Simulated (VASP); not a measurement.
# HC32 (a cell with a defect) in VASP: single point with PBE+D3(BJ)

Aim: the single point of HC32 (a cell with a defect) with PBE+D3(BJ).

Everything below comes from runs of VASP 6.6.1. Logs are shortened: lines on timing, memory, paths and dates and some standing lists are left out, and cuts for length are marked.

**1. The cell of the first run**

The cell holds a defect, 33 atoms: a = 6.613 Å, b = 6.619 Å, c = 6.619 Å, α = 96.28°, β = 96.34°, γ = 96.34°.

**2. Single point, PBE+D3(BJ), collinear spin**

Contents of INCAR:

```
SYSTEM = HC32
PREC = Accurate
ENCUT = 520
EDIFF = 1E-6
ISMEAR = 0
SIGMA = 0.02
LREAL = Auto
LASPH = .TRUE.
NELM = 150
ALGO = Normal
ISIF = 2
LWAVE = .FALSE.
LCHARG = .FALSE.
ISPIN = 2
MAGMOM = 0.02 0.07 0.07 0.05 0.02 0.02 0.08 0.02 0.02 0.02 0.12 0.08 0.12 0.07 0.08 0.12 -0.02 -0.02 -0.02 -0.02 -0.02 -0.02 -0.02 -0.02 -0.02 -0.02 0 -0.02 -0.02 -0.02 -0.02 -0.02 0.08
LORBIT = 11
GGA = PE
IVDW = 12
NBANDS = 90
```

Contents of KPOINTS:

```
Automatic mesh
0
Gamma
  2 2 2
  0.5 0.5 0.5
```

Contents of POSCAR:

```
HC32
1.0
    5.6709571532      0.0000000000     -3.4026574365
   -2.8677434801     -4.9298468452     -3.3594911937
   -2.8677434801      4.9298468452     -3.3594911937
C H
32 1
Direct
    0.4207508101      0.0461823453      0.5445887009
    0.6637556680      0.7900371830      0.5391583953
    0.9199401044      0.5449211342      0.5449182943
    0.4197883436      0.2950025488      0.2949999118
    0.1747937829      0.3000375521      0.5491775434
    0.6635851430      0.0394285852      0.2887217253
    0.9133499333      0.7886172234      0.2886968247
    0.4207508101      0.5445914394      0.0461796069
    0.1747937829      0.5491802818      0.3000348137
    0.6635851430      0.2887244637      0.0394258468
    0.8995924953      0.0286017664      0.0285991294
    0.4161693844      0.7911920858      0.7911892460
    0.1682034564      0.7866815627      0.0431355429
    0.6637556680      0.5391611338      0.7900344446
    0.9133500499      0.2886995041      0.7886144259
    0.1682035559      0.0431382783      0.7866790241
    0.5831669240      0.9586115499      0.4578609023
    0.8322736917      0.7079580538      0.4564729592
    0.0913629453      0.4668137037      0.4668110667
    0.5816139908      0.2071662951      0.2071636581
    0.3389610611      0.2144833103      0.4637892296
    0.8254078477      0.9517693059      0.1999723198
    0.0869332973      0.7104583346      0.2108977848
    0.5831670236      0.4578637392      0.9586089099
    0.3389610611      0.4637919681      0.2144805719
    0.8254078477      0.1999750583      0.9517665675
    0.0516457451      0.9217956537      0.9217928138
    0.5803831696      0.7067863074      0.7067836704
    0.3358534948      0.7097047248      0.9620322391
    0.8322735922      0.4564755992      0.7079552169
    0.0869333969      0.2109006217      0.7104556946
    0.3358535943      0.9620350759      0.7097020848
    0.9643489754      0.8013260070      0.8013231672
```

Potentials or basis: VASP PAW PBE potentials, release 64 (C, H).

The run is started by

```console
$ cat potpaw_PBE.64/C/POTCAR potpaw_PBE.64/H/POTCAR > POTCAR
$ mpirun -np 1 vasp_std > vasp.out
```

OUTCAR:

```text
SYSTEM = HC32
   PREC = Accurate
   ENCUT = 520
   EDIFF = 1E-6
   ISMEAR = 0
   LREAL = Auto
   LASPH = .TRUE.
   NELM = 150
   ISIF = 2
   ISPIN = 2
   LORBIT = 11
   GGA = PE
   IVDW = 12
 IVDW          = 12

 ion  position               nearest neighbor table
   1  0.421  0.046  0.545-  21 1.42  32 1.42  17 1.42
   2  0.664  0.790  0.539-  17 1.42  18 1.43  28 1.43
   3  0.920  0.545  0.545-  19 1.42  18 1.43  30 1.43
   4  0.420  0.295  0.295-  21 1.42  25 1.42  20 1.42
   5  0.175  0.300  0.549-  19 1.42  21 1.42  31 1.42
   6  0.664  0.039  0.289-  20 1.42  17 1.42  22 1.42
[... 18 lines left out ...]
  25  0.339  0.464  0.214-   4 1.42   8 1.42   9 1.42
  26  0.825  0.200  0.952-  11 1.41  10 1.42  15 1.43
  27  0.052  0.922  0.922-  33 1.12  16 1.49  13 1.49  11 1.49
  28  0.580  0.707  0.707-  12 1.42  14 1.43   2 1.43
  29  0.336  0.710  0.962-  13 1.40   8 1.42  12 1.43
  30  0.832  0.456  0.708-  15 1.42  14 1.43   3 1.43
  31  0.087  0.211  0.710-  16 1.40   5 1.42  15 1.43
  32  0.336  0.962  0.710-  16 1.40   1 1.42  12 1.43
  33  0.964  0.801  0.801-  27 1.12

  LATTYP: Found a base centered monoclinic cell.
 ALAT       =     8.8340554103
 B/A-ratio  =     1.1161005034
 C/A-ratio  =     0.7486322128
 COS(beta)  =    -0.1654005532

  Lattice vectors:

 A1 = (  -2.8677434801,  -4.9298468452,  -3.3594911937)
 A2 = (  -2.8677434801,   4.9298468452,  -3.3594911937)
 A3 = (   5.6709571532,   0.0000000000,  -3.4026574365)

Analysis of symmetry for initial positions (statically):
=====================================================================
 Subroutine PRICEL returns:
 Original cell was already a primitive cell.

 Routine SETGRP: Setting up the symmetry group for a
 base centered monoclinic supercell.

 Subroutine GETGRP returns: Found  2 space group operations
 (whereof  2 operations were pure point group operations)
 out of a pool of  4 trial point group operations.

The static configuration has the point symmetry C_1h.

Analysis of symmetry for dynamics (positions and initial velocities):
=====================================================================
 Subroutine PRICEL returns:
 Original cell was already a primitive cell.

 Routine SETGRP: Setting up the symmetry group for a
 base centered monoclinic supercell.

 Subroutine GETGRP returns: Found  2 space group operations
 (whereof  2 operations were pure point group operations)
 out of a pool of  4 trial point group operations.

The dynamic configuration has the point symmetry C_1h.

Analysis of structural, dynamic, and magnetic symmetry:
=====================================================================
 Subroutine PRICEL returns:
 Original cell was already a primitive cell.

 Routine SETGRP: Setting up the symmetry group for a
 base centered monoclinic supercell.

 Subroutine GETGRP returns: Found  2 space group operations
 (whereof  2 operations were pure point group operations)
 out of a pool of  4 trial point group operations.

The overall configuration has the point symmetry C_1h.

 Subroutine INISYM returns: Found  2 space group operations
 (whereof  2 operations are pure point group operations),
 and found     1 'primitive' translations

----------------------------------------------------------------------------------------

                                     Primitive cell

  volume of cell :     284.0526

  direct lattice vectors                    reciprocal lattice vectors
     5.670957153  0.000000000 -3.402657437     0.116610618  0.000000000 -0.099541663
    -2.867743480 -4.929846845 -3.359491194    -0.059054477 -0.101423029 -0.098421723
    -2.867743480  4.929846845 -3.359491194    -0.059054477  0.101423029 -0.098421723

  length of vectors
     6.613458450  6.619178474  6.619178474     0.153318554  0.153169506  0.153169506

  position of ions in fractional coordinates (direct lattice)
     0.420750810  0.046182345  0.544588701
     0.663755668  0.790037183  0.539158395
     0.919940104  0.544921134  0.544918294
     0.419788344  0.295002549  0.294999912
     0.174793783  0.300037552  0.549177543
     0.663585143  0.039428585  0.288721725
[... 25 lines left out ...]
     0.335853594  0.962035076  0.709702085
[... 72 lines left out ...]
   dimension x,y,z NGX =    50 NGY =   50 NGZ =   50
   dimension x,y,z NGXF=   100 NGYF=  100 NGZF=  100
   ions per type =              32   1
   NGX,Y,Z   is equivalent  to a cutoff of  12.57, 12.56, 12.56 a.u.
   NGXF,Y,Z  is equivalent  to a cutoff of  25.14, 25.12, 25.12 a.u.
 SYSTEM =  HC32
   PREC   = accura    normal or accurate (medium, high low for compatibility)
   ISTART =      0    job   : 0-new  1-cont  2-samecut
   ICHARG =      2    charge: 1-file 2-atom 10-const
   ISPIN  =      2    spin polarized calculation?
   LNONCOLLINEAR =      F non collinear calculations
   LSORBIT =      F    spin-orbit coupling
   LASPH  =      T    aspherical Exc in radial PAW
   ENCUT  =  520.0 eV  38.22 Ry    6.18 a.u.  12.30 12.31 12.31*2*pi/ulx,y,z
   NELM   =    150;   NELMIN=  2; NELMDL= -5     # of ELM steps
   EDIFF  = 0.1E-05   stopping-criterion for ELM
   LREAL  =      T    real-space projection
   EDIFFG = 0.1E-04   stopping-criterion for IOM
   NSW    =      0    number of steps for IOM
   IBRION =     -1    ionic relax: 0-MD 1-quasi-New 2-CG
   NFREE  =      0    steps in history (QN), initial steepest desc. (CG)
   ISIF   =      2    stress and relaxation
   ISYM   =      2    0-nonsym 1-usesym 2-fastsym
   POTIM  = 0.5000    time-step for ionic-motion
   TEBEG  =    0.0;   TEEND  =   0.0 temperature during run
   PSTRESS=    0.0 pullay stress
   NELECT =     129.0000    total number of electrons
   NUPDOWN=      -1.0000    fix difference up-down
   EMIN   =  10.00;   EMAX   =-10.00  energy-range for DOS
   EFERMI =   0.00;   METHOD = LEGACY
   ISMEAR =     0;   SIGMA  =   0.02  broadening in eV -4-tet -1-fermi 0-gaus
   EFERMI_NEDOS =   21; number of points for ismear=-14 and -15
   IALGO  =     38    algorithm
   IMIX   =      4    mixing-type and parameters
     AMIX     =   0.40;   BMIX     =  1.00
     AMIX_MAG =   1.60;   BMIX_MAG =  1.00
  volume/ion in A,a.u.               =       8.61        58.09
  Fermi-wavevector in a.u.,A,eV,Ry     =   1.258361  2.377957 21.544438  1.583471
  Thomas-Fermi vector in A             =   2.391974
   LORBIT       =     11    0 simple, 1 ext, 2 COOP (PROOUT), +10 PAW based schemes
   GGA     = PE    functional components
   LHFCALC =     F    Hartree Fock is set to
   AEXX    =    0.0000 exact exchange contribution
   IVDW    =    12    specifies the selected vdW correction
   LEPSILON=     F    determine dielectric tensor
   LRPA    =     F    only Hartree local field effects (RPA)
 spin polarized calculation
 Gauss-broadening in eV      SIGMA  =   0.02
  energy-cutoff  :      520.00
  volume of cell :      284.05
 maximum number of plane-waves:      7645
 NGX is ok and might be reduce to    50
   NGX = 25   NGY = 25   NGZ = 25

 number of electron     128.9999991 magnetization       0.9999456

 Free energy of the ion-electron system (eV)
  ---------------------------------------------------
  ext. energy  EPLUGINS =         0.00000000
  ---------------------------------------------------
  free energy    TOTEN  =      -296.60487615 eV

  energy without entropy =     -296.60487615  energy(sigma->0) =     -296.60487615

 E-fermi :   4.8972     XC(G=0): -10.3428

 val. band max:        4.7818569319   @ k =   0.2500   0.2500   0.2500
 cond. band min:       5.0239004191   @ k =  -0.2500   0.2500   0.2500
 fundamental gap:      0.2420434871
 Fermi energy:         4.8972016607

 spin component 1

 k-point     1 :       0.2500    0.2500    0.2500
  band No.  band energies     occupation
      1     -14.8434      1.00000
      2     -13.5432      1.00000
      3     -13.4809      1.00000
      4     -13.4729      1.00000
      5     -13.2521      1.00000
      6     -13.2457      1.00000
[... 226 lines left out ...]
     75       9.7200      0.00000
     76       9.9573      0.00000
 Fermi energy:         4.8972016607

 spin component 2

 k-point     1 :       0.2500    0.2500    0.2500
  band No.  band energies     occupation
      1     -14.8038      1.00000
      2     -13.4881      1.00000
      3     -13.4497      1.00000
      4     -13.4410      1.00000
      5     -13.2163      1.00000
      6     -13.2128      1.00000
[... 226 lines left out ...]
     75       9.7861      0.00000
     76      10.0626      0.00000
 [bands above 76 left out]

------------------------ aborting loop because EDIFF is reached ----------------------------------------

 Edisp (eV)   -5.06802

 E8    (eV) :    -1.4291

  FORCE on cell =-STRESS in cart. coord.  units (eV):
  Direction    XX          YY          ZZ          XY          YZ          ZX
  --------------------------------------------------------------------------------------
  -------------------------------------------------------------------------------------
  Total       3.78302     4.49909     0.04626     0.00000     0.00000    -0.60166
  in kB      21.33781    25.37678     0.26095     0.00000     0.00000    -3.39362
  external pressure =       15.66 kB  Pullay stress =        0.00 kB

 VOLUME and BASIS-vectors are now :
 -----------------------------------------------------------------------------
  energy-cutoff  :      520.00
  volume of cell :      284.05
      direct lattice vectors                 reciprocal lattice vectors
     5.670957153  0.000000000 -3.402657437     0.116610618  0.000000000 -0.099541663
    -2.867743480 -4.929846845 -3.359491194    -0.059054477 -0.101423029 -0.098421723
    -2.867743480  4.929846845 -3.359491194    -0.059054477  0.101423029 -0.098421723

 POSITION                                       TOTAL-FORCE (eV/Angst)
 -----------------------------------------------------------------------------------
      0.69188      2.45707     -3.41636         0.019147      0.011452     -0.028893
     -0.04766     -1.23679     -6.72395         0.022428      0.002201      0.013015
      2.09156     -0.00001     -6.79155         0.037529      0.000000      0.180899
      0.68863     -0.00001     -3.41050         0.004171      0.000000      0.000394
     -1.44408      1.22822     -3.44769         0.013216     -0.003607      0.041128
      2.82211      1.22898     -3.36037         0.011834      0.002861     -0.040300
[... 25 lines left out ...]
     -2.88950     -1.24396     -6.75898         0.013188      0.001793     -0.003410
      0.87280     -0.00001     -8.66543        -0.433142      0.000000     -0.056596
 -----------------------------------------------------------------------------------
    total drift:                                0.020444      0.083139     -0.004402

  FREE ENERGIE OF THE ION-ELECTRON SYSTEM (eV)
  ---------------------------------------------------
  free  energy   TOTEN  =      -301.6728918622 eV

  energy  without entropy=     -301.6728918622  energy(sigma->0) =     -301.67289186

 total charge

# of ion       s       p       d       tot
------------------------------------------
    1        0.865   1.791   0.000   2.656
    2        0.862   1.786   0.000   2.648
    3        0.861   1.785   0.000   2.646
    4        0.864   1.794   0.000   2.658
    5        0.864   1.790   0.000   2.655
    6        0.864   1.789   0.000   2.654
[... 25 lines left out ...]
   32        0.865   1.795   0.000   2.660
   33        0.608   0.047   0.000   0.655
--------------------------------------------------
tot         28.215  57.288   0.000  85.502

 magnetization (x)

# of ion       s       p       d       tot
------------------------------------------
    1        0.001   0.016   0.000   0.017
    2        0.003   0.049   0.000   0.052
    3        0.003   0.052   0.000   0.055
    4        0.002   0.034   0.000   0.036
    5        0.001   0.017   0.000   0.018
    6        0.001   0.017   0.000   0.018
[... 25 lines left out ...]
   32       -0.002  -0.017   0.000  -0.019
   33        0.051   0.001   0.000   0.051
--------------------------------------------------
tot          0.070   0.481   0.000   0.551
```

It took 3.8 min on 1 thread of Intel Xeon Platinum 8259CL at 2.50GHz (Skylake/Cascade Lake), shared host; peak memory 0.51 GiB.

What came out:

- Free energy: -301.6729 eV
- Pressure: 1.6 GPa
- Largest force: 0.437 eV/Å
- Band gap on the k mesh: 0.24 eV
- Net moment: 1.00 μB per cell
- Site moments: C +0.02, +0.05, +0.06, +0.04, +0.08, +0.09, -0.01, -0.02, -0.00 (each value once); H +0.05 μB
- Valence electrons inside the program's atomic spheres: C 2.66, 2.65, 2.64, 2.63 (each value once); H 0.66
- Dispersion energy per atom: -0.154 eV

Forces on the atoms (eV/Å):
```
C    0.019  0.011 -0.029
C    0.022  0.002  0.013
C    0.038  0.000  0.181
C    0.004  0.000  0.000
C    0.013 -0.004  0.041
C    0.012  0.003 -0.040
C    0.019  0.006  0.000
C    0.019 -0.011 -0.029
C    0.013  0.004  0.041
C    0.012 -0.003 -0.040
C   -0.001  0.000 -0.106
C    0.006  0.000  0.003
C    0.003 -0.002 -0.013
C    0.022 -0.002  0.013
C    0.019 -0.006  0.000
C    0.003  0.002 -0.013
C    0.022  0.007 -0.020
C    0.017  0.005  0.059
C    0.023  0.000  0.116
C    0.019  0.000 -0.027
C    0.017  0.007 -0.004
C    0.012 -0.002 -0.056
C    0.019 -0.007  0.011
C    0.022 -0.007 -0.020
C    0.017 -0.007 -0.004
C    0.012  0.002 -0.056
C   -0.053  0.000 -0.042
C    0.022  0.000  0.012
C    0.013 -0.002 -0.003
C    0.017 -0.005  0.059
C    0.019  0.007  0.011
C    0.013  0.002 -0.003
H   -0.433  0.000 -0.057
```

Stress tensor (GPa, compression positive):
```
 2.13  0.00 -0.34
 0.00  2.54  0.00
-0.34  0.00  0.03
```
